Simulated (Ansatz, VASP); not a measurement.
# Sn3C in VASP and in Ansatz

```
Sn C
1.0
     0.00000    3.53293    3.53293
     3.53293    0.00000    3.53293
     3.53293    3.53293    0.00000
Sn C
3 1
Direct
  0.25000 0.25000 0.25000
  0.75000 0.75000 0.75000
  0.50000 0.50000 0.50000
  0.00000 0.00000 0.00000
```

Alike in both runs: functional PBE; k mesh 12 × 12 × 12; occupations gaussian, width 0.1 eV; no spin polarisation.

Ansatz relaxed the structure, and its values are those at the end. VASP's run is a single point on that final structure, the one shown.

|  | VASP | Ansatz |
| --- | --- | --- |
| version | VASP 6.6.1 | Ansatz 0.2.0 |
| potentials or method | VASP PAW PBE potentials, release 64 (Sn_d, C), cutoff 520 eV | scalar-relativistic, plane waves, PAW |
| valence electrons in the cell | 46 | 46 |

|  | VASP | Ansatz | Ansatz less VASP |
| --- | --- | --- | --- |
| gap on the k mesh at the Fermi level (eV) | none | none | - |
| pressure (GPa) | -0.1 | 0.0 | +0.05 |

A gap of «none» marks a metal or a gap that the smearing closes.
